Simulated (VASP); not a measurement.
# CrRu (P-6m2) in VASP: a series of runs, part 2 of 2

VASP 6.6.1.

### Step 3. Single point, LDA, collinear spin, ferromagnetic start

This run uses another cell than the first one, of 11.92 Å³/atom, 1.045 times its volume.

The input, INCAR:

```
  PREC = Accurate
  ENCUT = 520
  EDIFF = 1E-7
  ISMEAR = -1
  SIGMA = 0.1
  LREAL = F
  LASPH = T
  NELM = 150
  ALGO = Normal
  ISIF = 2
  LWAVE = F
  LCHARG = T
  ISPIN = 2
  MAGMOM = 3.9 0
  LORBIT = 11
  LMAXMIX = 4
  LELF = T
  LVHAR = T
  NBANDS = 24
```

The input, KPOINTS:

```
regular mesh
0
Gamma
  12 12 7
```

The input, POSCAR:

```
CrRu
1.0
    2.5907315407      0.0000000000      0.0000000000
   -1.2953657703      2.2436389033      0.0000000000
    0.0000000000      0.0000000000      4.1023932852
Cr Ru
1 1
Direct
    0.6666666667      0.3333333333      0.0000000000
    0.3333333333      0.6666666667      0.5000000000
```

Potentials or basis: VASP PAW LDA potentials, release 64 (Cr_pv, Ru_pv).

Started as:

```sh
> cat potpaw_LDA.64/Cr_pv/POTCAR potpaw_LDA.64/Ru_pv/POTCAR > POTCAR
> mpirun -np 1 vasp_std > vasp.out
```

OUTCAR:

```text
PREC = Accurate
   ENCUT = 520
   EDIFF = 1E-7
   ISMEAR = -1
   LREAL = F
   LASPH = T
   NELM = 150
   ISIF = 2
   ISPIN = 2
   LORBIT = 11

 ion  position               nearest neighbor table
   1  0.667  0.333  0.000-   2 2.54   2 2.54   2 2.54   2 2.54   2 2.54   2 2.54
   2  0.333  0.667  0.500-   1 2.54   1 2.54   1 2.54   1 2.54   1 2.54   1 2.54

  LATTYP: Found a hexagonal cell.
 ALAT       =     2.5907315407
 C/A-ratio  =     1.5834883780

  Lattice vectors:
[... 1513 lines left out ...]
  in kB       88.4216830     88.4216495     59.0602173      0.0000000      0.0000000     -0.0000000
  external PRESSURE =      78.6345166 kB  Pullay stress =       0.0000000 kB

 VOLUME and BASIS-vectors are now :
 -----------------------------------------------------------------------------
  energy-cutoff  :      520.00
  volume of cell :       23.85
      direct lattice vectors                 reciprocal lattice vectors
     2.590731541  0.000000000  0.000000000     0.385991364  0.222852260  0.000000000
    -1.295365770  2.243638903  0.000000000     0.000000000  0.445704520  0.000000000
     0.000000000  0.000000000  4.102393285     0.000000000  0.000000000  0.243760149

 POSITION                                       TOTAL-FORCE (eV/Angst)
 -----------------------------------------------------------------------------------
      1.29537      0.74788      0.00000         0.000000     -0.000000      0.000000
     -0.00000      1.49576      2.05120        -0.000000      0.000000      0.000000
 -----------------------------------------------------------------------------------
    total drift:                                0.000000      0.000001     -0.000000

  FREE ENERGIE OF THE ION-ELECTRON SYSTEM (eV)
  ---------------------------------------------------
  free  energy   TOTEN  =       -21.0764235579 eV

  energy  without entropy=      -21.0030107357  energy(sigma->0) =      -21.03971715

 total charge

# of ion       s       p       d       tot
------------------------------------------
    1        0.421   6.381   4.281  11.083
    2        0.465   6.360   6.103  12.929
--------------------------------------------------
tot          0.886  12.741  10.384  24.011

 magnetization (x)

# of ion       s       p       d       tot
------------------------------------------
    1        0.000   0.000   0.000   0.000
    2       -0.000   0.000  -0.000  -0.000
--------------------------------------------------
tot          0.000   0.000   0.000   0.000
```

Wall time 36 s (1 thread of Intel Xeon 6975P-C (Granite Rapids), shared host); peak memory 0.18 GiB.

What came out:

- Free energy: -21.0764 eV
- Pressure: 7.9 GPa
- Band gap on the k mesh: zero (filled and empty bands overlap)
- Net moment: 0.00 μB per cell
- Valence electrons inside the program's atomic spheres: Cr 11.08; Ru 12.93

Caveat: the starting moments collapsed, and a magnetic state may lie lower.

### Step 4. Single point, LDA, collinear spin, ferromagnetic start

This run uses another cell than the first one, of 12.44 Å³/atom, 1.091 times its volume.

The input, INCAR:

```
PREC = Accurate
ENCUT = 520
EDIFF = 1E-7
ISMEAR = -1
SIGMA = 0.1
LREAL = F
LASPH = T
NELM = 150
ALGO = Normal
ISIF = 2
LWAVE = F
LCHARG = T
ISPIN = 2
MAGMOM = 3.9 0
LORBIT = 11
LMAXMIX = 4
LELF = T
LVHAR = T
NBANDS = 24
```

The input, KPOINTS:

```
Automatic mesh
0
Gamma
  12 12 7
```

The input, POSCAR:

```
CrRu
1.0
    2.6277469922      0.0000000000      0.0000000000
   -1.3138734961      2.2756952186      0.0000000000
    0.0000000000      0.0000000000      4.1610068226
Cr Ru
1 1
Direct
    0.6666666667      0.3333333333      0.0000000000
    0.3333333333      0.6666666667      0.5000000000
```

Started as:

```sh
> cat potpaw_LDA.64/Cr_pv/POTCAR potpaw_LDA.64/Ru_pv/POTCAR > POTCAR
> mpirun -np 1 vasp_std > vasp.out
```

Wall time 36 s (1 thread of Intel Xeon 6975P-C (Granite Rapids), shared host); peak memory 0.18 GiB.

The run converged. Its results:

- Free energy: -21.0817 eV
- Pressure: -5.9 GPa
- Band gap on the k mesh: zero (filled and empty bands overlap)
- Net moment: 0.00 μB per cell
- Valence electrons inside the program's atomic spheres: Cr 10.99; Ru 12.83

Stress tensor (GPa, compression positive):
```
-4.97  0.00  0.00
 0.00 -4.97  0.00
 0.00  0.00 -7.85
```

Levels at points of the mesh, in eV from the Fermi level:
Spin up:
| k point | band 9 | band 10 | band 11 | band 12 | band 13 | band 14 | band 15 | band 16 | band 17 | band 18 |
| --- | --- | --- | --- | --- | --- | --- | --- | --- | --- | --- |
| (0.00, 0.00, 0.00) | -2.19 | -2.19 | -0.97 | -0.33 | -0.33 | -0.15 | -0.15 | 1.44 | 1.97 | 1.97 |
| (0.50, 0.00, 0.00) | -3.89 | -1.86 | -1.34 | -0.80 | -0.22 | 2.17 | 2.51 | 2.55 | 4.27 | 5.71 |
Spin down:
```
           k point  band 9  band 10  band 11  band 12  band 13  band 14  band 15  band 16  band 17  band 18
(0.00, 0.00, 0.00)   -2.19    -2.19    -0.97    -0.33    -0.33    -0.15    -0.15     1.44     1.97     1.97
(0.50, 0.00, 0.00)   -3.89    -1.86    -1.34    -0.80    -0.22     2.17     2.51     2.55     4.27     5.71
```

Caveat: the starting moments collapsed, and a magnetic state may lie lower.

### Step 5. Single point, LDA, collinear spin, ferromagnetic start

This run uses another cell than the first one, of 12.96 Å³/atom, 1.136 times its volume.

The input, INCAR:

```
SYSTEM = CrRu
PREC = Accurate ; ENCUT = 520
EDIFF = 1E-7 ; ISMEAR = -1
SIGMA = 0.1 ; LREAL = .FALSE.
LASPH = .TRUE. ; NELM = 150
ALGO = Normal ; ISIF = 2
LWAVE = .FALSE. ; LCHARG = .TRUE.
ISPIN = 2 ; MAGMOM = 3.9 0
LORBIT = 11 ; LMAXMIX = 4
LELF = .TRUE. ; LVHAR = .TRUE.
NBANDS = 24
```

The input, KPOINTS:

```
Automatic mesh
0
G
  12 12 7
  0 0 0
```

The input, POSCAR:

```
CrRu
1.0
    2.6637480000      0.0000000000      0.0000000000
   -1.3318740000      2.3068730000      0.0000000000
    0.0000000000      0.0000000000      4.2180140000
Cr Ru
1 1
Direct
    0.6666666667      0.3333333333      0.0000000000
    0.3333333333      0.6666666667      0.5000000000
```

Started as:

```sh
> cat potpaw_LDA.64/Cr_pv/POTCAR potpaw_LDA.64/Ru_pv/POTCAR > POTCAR
> mpirun -np 1 vasp_std > vasp.out
```

Run time: 41 s. Hardware: 1 thread of Intel Xeon 6975P-C (Granite Rapids), shared host; peak memory 0.18 GiB.

Results (log left out):

```
Free energy                                           : -21.0074 eV
Pressure                                              : -16.8 GPa
Band gap on the k mesh                                : zero (filled and empty bands overlap)
Net moment                                            : 0.00 μB per cell
Valence electrons inside the program's atomic spheres : Cr 10.90; Ru 12.74
```

Stress tensor (GPa, compression positive):
```
-15.85   0.00   0.00
  0.00 -15.85   0.00
  0.00   0.00 -18.73
```

Levels at points of the mesh, in eV from the Fermi level:
Spin up:
```
           k point  band 9  band 10  band 11  band 12  band 13  band 14  band 15  band 16  band 17  band 18
(0.00, 0.00, 0.00)   -2.06    -2.06    -0.91    -0.31    -0.31    -0.13    -0.13     1.36     1.86     1.86
(0.50, 0.00, 0.00)   -3.72    -1.74    -1.31    -0.76    -0.21     2.04     2.36     2.40     4.03     5.66
```
Spin down:
```csv
k point,band 11,band 12,band 13,band 14,band 15,band 16
"(0.00, 0.00, 0.00)",-0.91,-0.31,-0.31,-0.13,-0.13,1.36
"(0.50, 0.00, 0.00)",-1.31,-0.76,-0.21,2.04,2.36,2.40
```

Caveat: the starting moments collapsed, and a magnetic state may lie lower.
